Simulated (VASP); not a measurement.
# AlIr6 (Pm-3m) in VASP: a series of runs

Runs on AlIr6. Level: PBE. Tasks: single point, relaxation of cell and atoms.

Program: VASP 6.6.1. These are calculated values, not measurements. Logs are shortened: lines on timing, memory, paths and dates and some standing lists are left out, and cuts for length are marked.

## (1) The cell of the first run

Symmetry: Pm-3m, No. 221, cubic system. The conventional cell has a = 5.942 Å, b = 5.942 Å, c = 5.942 Å, α = 90.00°, β = 90.00°, γ = 90.00°. Al (site symmetry m-3m) has 24 Ir at 4.36 Å within 5.7 Å. Ir (site symmetry 4mm) has 5 Ir at 2.36 to 2.54 Å within 3.1 Å.

## (2) Single point, PBE

INCAR

```
  PREC = Accurate
  ENCUT = 520
  EDIFF = 1E-6
  ISMEAR = 0
  SIGMA = 0.1
  LREAL = False
  LASPH = True
  NELM = 100
  ALGO = Normal
  ISIF = 2
  LWAVE = False
  LCHARG = False
  GGA = PE
  NBANDS = 38
```

KPOINTS

```
Automatic mesh
0
Gamma
  6 6 6
```

POSCAR

```
AlIr6
1.0
    5.9424517465      0.0000000000      0.0000000000
    0.0000000000      5.9424517465      0.0000000000
    0.0000000000      0.0000000000      5.9424517465
Al Ir
1 6
Direct
    0.0000000000      0.0000000000      0.0000000000
    0.1982508195      0.5000000000      0.5000000000
    0.5000000000      0.1982508195      0.5000000000
    0.8017491805      0.5000000000      0.5000000000
    0.5000000000      0.8017491805      0.5000000000
    0.5000000000      0.5000000000      0.1982508195
    0.5000000000      0.5000000000      0.8017491805
```

Potentials or basis: VASP PAW PBE potentials, release 64 (Al, Ir).

Launch:

```
$ cat potpaw_PBE.64/Al/POTCAR potpaw_PBE.64/Ir/POTCAR > POTCAR
$ mpirun -np 1 vasp_std > vasp.out
```

OUTCAR:

```text
PREC = Accurate
   ENCUT = 520
   EDIFF = 1E-6
   ISMEAR = 0
   LREAL = False
   LASPH = True
   NELM = 100
   ISIF = 2
   GGA = PE

 ion  position               nearest neighbor table
   1  0.000  0.000  0.000-
   2  0.198  0.500  0.500-   4 2.36   3 2.54   5 2.54   6 2.54   7 2.54
   3  0.500  0.198  0.500-   5 2.36   4 2.54   2 2.54   6 2.54   7 2.54
   4  0.802  0.500  0.500-   2 2.36   3 2.54   5 2.54   6 2.54   7 2.54
   5  0.500  0.802  0.500-   3 2.36   2 2.54   4 2.54   6 2.54   7 2.54
   6  0.500  0.500  0.198-   7 2.36   3 2.54   4 2.54   5 2.54   2 2.54
   7  0.500  0.500  0.802-   6 2.36   3 2.54   4 2.54   5 2.54   2 2.54

  LATTYP: Found a simple cubic cell.
 ALAT       =     5.9424517465

  Lattice vectors:

 A1 = (   5.9424517465,   0.0000000000,   0.0000000000)
 A2 = (   0.0000000000,   5.9424517465,   0.0000000000)
 A3 = (   0.0000000000,   0.0000000000,   5.9424517465)

Analysis of symmetry for initial positions (statically):
=====================================================================
 Subroutine PRICEL returns:
 Original cell was already a primitive cell.

 Routine SETGRP: Setting up the symmetry group for a
 simple cubic supercell.

 Subroutine GETGRP returns: Found 48 space group operations
 (whereof 48 operations were pure point group operations)
 out of a pool of 48 trial point group operations.

The static configuration has the point symmetry O_h .

Analysis of symmetry for dynamics (positions and initial velocities):
=====================================================================
 Subroutine PRICEL returns:
 Original cell was already a primitive cell.

 Routine SETGRP: Setting up the symmetry group for a
 simple cubic supercell.

 Subroutine GETGRP returns: Found 48 space group operations
 (whereof 48 operations were pure point group operations)
 out of a pool of 48 trial point group operations.

The dynamic configuration has the point symmetry O_h .

 Subroutine INISYM returns: Found 48 space group operations
 (whereof 48 operations are pure point group operations),
 and found     1 'primitive' translations

----------------------------------------------------------------------------------------

                                     Primitive cell

  volume of cell :     209.8442

  direct lattice vectors                    reciprocal lattice vectors
     5.942451746  0.000000000  0.000000000     0.168280710  0.000000000  0.000000000
     0.000000000  5.942451746  0.000000000     0.000000000  0.168280710  0.000000000
     0.000000000  0.000000000  5.942451746     0.000000000  0.000000000  0.168280710

  length of vectors
     5.942451746  5.942451746  5.942451746     0.168280710  0.168280710  0.168280710

  position of ions in fractional coordinates (direct lattice)
     0.000000000  0.000000000  0.000000000
     0.198250819  0.500000000  0.500000000
     0.500000000  0.198250819  0.500000000
     0.801749181  0.500000000  0.500000000
     0.500000000  0.801749181  0.500000000
     0.500000000  0.500000000  0.198250819
     0.500000000  0.500000000  0.801749181

  ion indices of the primitive-cell ions
   primitive index   ion index
                 1           1
                 2           2
                 3           3
                 4           4
                 5           5
                 6           6
                 7           7

----------------------------------------------------------------------------------------

 KPOINTS: Automatic mesh

Automatic generation of k-mesh.
 Grid dimensions read from file:
 generate k-points for:    6    6    6

 Generating k-lattice:

  Cartesian coordinates                     Fractional coordinates (reciprocal lattice)
     0.028046785  0.000000000  0.000000000     0.166666667  0.000000000  0.000000000
     0.000000000  0.028046785  0.000000000     0.000000000  0.166666667  0.000000000
     0.000000000  0.000000000  0.028046785     0.000000000  0.000000000  0.166666667

  Length of vectors
     0.028046785  0.028046785  0.028046785

  Shift w.r.t. Gamma in fractional coordinates (k-lattice)
     0.000000000  0.000000000  0.000000000

 Subroutine IBZKPT returns following result:
 ===========================================

 Found     20 irreducible k-points:

 Following reciprocal coordinates:
            Coordinates               Weight
  0.000000  0.000000  0.000000      1.000000
  0.166667  0.000000  0.000000      6.000000
  0.333333  0.000000  0.000000      6.000000
  0.500000  0.000000  0.000000      3.000000
  0.166667  0.166667  0.000000     12.000000
  0.333333  0.166667  0.000000     24.000000
[... 12 lines left out ...]
  0.500000  0.500000  0.333333      6.000000
  0.500000  0.500000  0.500000      1.000000
   k-points           NKPTS =     20   k-points in BZ     NKDIM =     20   number of bands    NBANDS=     38
   number of dos      NEDOS =    301   number of ions     NIONS =      7
   total plane-waves  NPLWV = 110592
   dimension x,y,z NGX =    48 NGY =   48 NGZ =   48
   dimension x,y,z NGXF=    96 NGYF=   96 NGZF=   96
   ions per type =               1   6
   NGX,Y,Z   is equivalent  to a cutoff of  13.43, 13.43, 13.43 a.u.
   NGXF,Y,Z  is equivalent  to a cutoff of  26.86, 26.86, 26.86 a.u.
 SYSTEM =  unknown system
   PREC   = accura    normal or accurate (medium, high low for compatibility)
   ISTART =      0    job   : 0-new  1-cont  2-samecut
   ICHARG =      2    charge: 1-file 2-atom 10-const
   ISPIN  =      1    spin polarized calculation?
   LNONCOLLINEAR =      F non collinear calculations
   LSORBIT =      F    spin-orbit coupling
   LASPH  =      T    aspherical Exc in radial PAW
   ENCUT  =  520.0 eV  38.22 Ry    6.18 a.u.  11.05 11.05 11.05*2*pi/ulx,y,z
   NELM   =    100;   NELMIN=  2; NELMDL= -5     # of ELM steps
   EDIFF  = 0.1E-05   stopping-criterion for ELM
   LREAL  =      F    real-space projection
   EDIFFG = 0.1E-04   stopping-criterion for IOM
   NSW    =      0    number of steps for IOM
   IBRION =     -1    ionic relax: 0-MD 1-quasi-New 2-CG
   NFREE  =      0    steps in history (QN), initial steepest desc. (CG)
   ISIF   =      2    stress and relaxation
   ISYM   =      2    0-nonsym 1-usesym 2-fastsym
   POTIM  = 0.5000    time-step for ionic-motion
   TEBEG  =    0.0;   TEEND  =   0.0 temperature during run
   PSTRESS=    0.0 pullay stress
   NELECT =      57.0000    total number of electrons
   NUPDOWN=      -1.0000    fix difference up-down
   EMIN   =  10.00;   EMAX   =-10.00  energy-range for DOS
   EFERMI =   0.00;   METHOD = LEGACY
   ISMEAR =     0;   SIGMA  =   0.10  broadening in eV -4-tet -1-fermi 0-gaus
   EFERMI_NEDOS =   21; number of points for ismear=-14 and -15
   IALGO  =     38    algorithm
   IMIX   =      4    mixing-type and parameters
     AMIX     =   0.40;   BMIX     =  1.00
     AMIX_MAG =   1.60;   BMIX_MAG =  1.00
  volume/ion in A,a.u.               =      29.98       202.30
  Fermi-wavevector in a.u.,A,eV,Ry     =   1.060232  2.003547 15.294190  1.124091
  Thomas-Fermi vector in A             =   2.195605
   LORBIT       =      0    0 simple, 1 ext, 2 COOP (PROOUT), +10 PAW based schemes
   GGA     = PE    functional components
   LHFCALC =     F    Hartree Fock is set to
   AEXX    =    0.0000 exact exchange contribution
   IVDW    =     0    specifies the selected vdW correction
   LEPSILON=     F    determine dielectric tensor
   LRPA    =     F    only Hartree local field effects (RPA)
 non-spin polarized calculation
 Gauss-broadening in eV      SIGMA  =   0.10
  energy-cutoff  :      520.00
  volume of cell :      209.84
 maximum number of plane-waves:      5695
 NGX is ok and might be reduce to    48
   NGX = 23   NGY = 23   NGZ = 23

 number of electron      56.9999997 magnetization

 Free energy of the ion-electron system (eV)
  ---------------------------------------------------
  ext. energy  EPLUGINS =         0.00000000
  ---------------------------------------------------
  free energy    TOTEN  =       -46.32944158 eV

  energy without entropy =      -46.29484976  energy(sigma->0) =      -46.31214567

 E-fermi :   2.3654     XC(G=0):  -8.9114

 val. band max:        2.3444538127   @ k =   0.3333   0.0000   0.0000
 cond. band min:       2.3665424367   @ k =   0.3333   0.1667   0.0000
 fundamental gap:      0.0220886240
 Fermi energy:         2.3654322523

 k-point     1 :       0.0000    0.0000    0.0000
  band No.  band energies     occupation
      1      -6.9420      2.00000
      2      -3.2430      2.00000
      3      -3.2430      2.00000
      4      -3.2430      2.00000
      5      -3.1640      2.00000
      6      -1.9069      2.00000
[... 30 lines left out ...]
     37       4.4541      0.00000
     38       4.8900      0.00000

 k-point     2 :       0.1667    0.0000    0.0000
  band No.  band energies     occupation
      1      -6.8230      2.00000
      2      -3.4738      2.00000
      3      -3.1920      2.00000
      4      -3.1920      2.00000
      5      -3.0635      2.00000
      6      -2.1242      2.00000
[... 30 lines left out ...]
     37       4.3508      0.00000
     38       4.4542      0.00000

 k-point     3 :       0.3333    0.0000    0.0000
  band No.  band energies     occupation
      1      -6.5365      2.00000
      2      -3.9493      2.00000
      3      -3.0420      2.00000
      4      -3.0420      2.00000
      5      -2.7967      2.00000
      6      -2.4772      2.00000
[... 30 lines left out ...]
     37       4.4542      0.00000
     38       5.1411      0.00000

 k-point     4 :       0.5000    0.0000    0.0000
  band No.  band energies     occupation
      1      -6.3530      2.00000
      2      -4.2178      2.00000
      3      -2.8318      2.00000
      4      -2.8318      2.00000
      5      -2.7628      2.00000
      6      -2.7628      2.00000
[... 30 lines left out ...]
     37       4.4542      0.00000
     38       5.6774      0.00000
[... 539 lines left out ...]
      4      -3.2904      2.00000
      5      -3.2063      2.00000
      6      -3.1176      2.00000
[... 30 lines left out ...]
     37       3.8271      0.00000
     38       4.0261      0.00000

 k-point    19 :       0.5000    0.5000    0.3333
  band No.  band energies     occupation
      1      -4.8847      2.00000
      2      -3.8151      2.00000
      3      -3.8151      2.00000
      4      -3.3198      2.00000
      5      -3.1488      2.00000
      6      -3.1488      2.00000
[... 30 lines left out ...]
     37       3.6851      0.00000
     38       3.6851      0.00000

 k-point    20 :       0.5000    0.5000    0.5000
  band No.  band energies     occupation
      1      -4.3180      2.00000
      2      -3.7102      2.00000
      3      -3.7102      2.00000
      4      -3.7102      2.00000
      5      -3.3149      2.00000
      6      -3.3149      2.00000
[... 30 lines left out ...]
     37       3.6596      0.00000
     38       3.6596      0.00000

------------------------ aborting loop because EDIFF is reached ----------------------------------------

  FORCE on cell =-STRESS in cart. coord.  units (eV):
  Direction    XX          YY          ZZ          XY          YZ          ZX
  --------------------------------------------------------------------------------------
  -------------------------------------------------------------------------------------
  Total        0.0849077      0.0849077      0.0849077      0.0000000      0.0000000      0.0000000
  in kB        0.6482773      0.6482773      0.6482773      0.0000000      0.0000000      0.0000000
  external PRESSURE =       0.6482773 kB  Pullay stress =       0.0000000 kB

 VOLUME and BASIS-vectors are now :
 -----------------------------------------------------------------------------
  energy-cutoff  :      520.00
  volume of cell :      209.84
      direct lattice vectors                 reciprocal lattice vectors
     5.942451746  0.000000000  0.000000000     0.168280710  0.000000000  0.000000000
     0.000000000  5.942451746  0.000000000     0.000000000  0.168280710  0.000000000
     0.000000000  0.000000000  5.942451746     0.000000000  0.000000000  0.168280710

 POSITION                                       TOTAL-FORCE (eV/Angst)
 -----------------------------------------------------------------------------------
      0.00000      0.00000      0.00000        -0.000000      0.000000      0.000000
      1.17810      2.97123      2.97123        -0.049810      0.000000     -0.000000
      2.97123      1.17810      2.97123        -0.000000     -0.049810     -0.000000
      4.76436      2.97123      2.97123         0.049810      0.000000     -0.000000
      2.97123      4.76436      2.97123         0.000000      0.049810      0.000000
      2.97123      2.97123      1.17810         0.000000      0.000000     -0.049810
      2.97123      2.97123      4.76436        -0.000000      0.000000      0.049810
 -----------------------------------------------------------------------------------
    total drift:                                0.000000     -0.000000      0.000000

  FREE ENERGIE OF THE ION-ELECTRON SYSTEM (eV)
  ---------------------------------------------------
  free  energy   TOTEN  =       -46.3294415833 eV

  energy  without entropy=      -46.2948497574  energy(sigma->0) =      -46.31214567
```

It took 97 s on 1 thread of AMD EPYC 9R45 (Zen 5), shared host; peak memory 0.35 GiB.

Results:

* Free energy: -46.3294 eV
* Pressure: 0.1 GPa
* Largest force: 0.050 eV/Å

Forces in eV/Å, atoms in the order of the input:
```
Al   0.000  0.000  0.000
Ir  -0.050  0.000  0.000
Ir   0.000 -0.050  0.000
Ir   0.050  0.000  0.000
Ir   0.000  0.050  0.000
Ir   0.000  0.000 -0.050
Ir   0.000  0.000  0.050
```

Levels at points of the mesh, in eV from the Fermi level:
```csv
k point,band 26,band 27,band 28,band 29,band 30,band 31,band 32,band 33
"(0.00, 0.00, 0.00)",-1.31,-0.03,-0.03,0.52,0.96,0.96,0.96,1.08
"(0.50, 0.00, 0.00)",-0.41,-0.41,-0.33,-0.04,0.17,0.17,0.74,1.22
"(0.50, 0.50, 0.00)",-0.75,-0.28,0.15,0.15,0.29,0.29,0.99,1.20
"(0.50, 0.50, 0.50)",-0.76,-0.52,-0.52,-0.52,0.69,0.69,0.69,0.98
```

Caveat: spin-orbit coupling is left out, which moves the levels of the heavy elements.

[end of part 1 of 2]
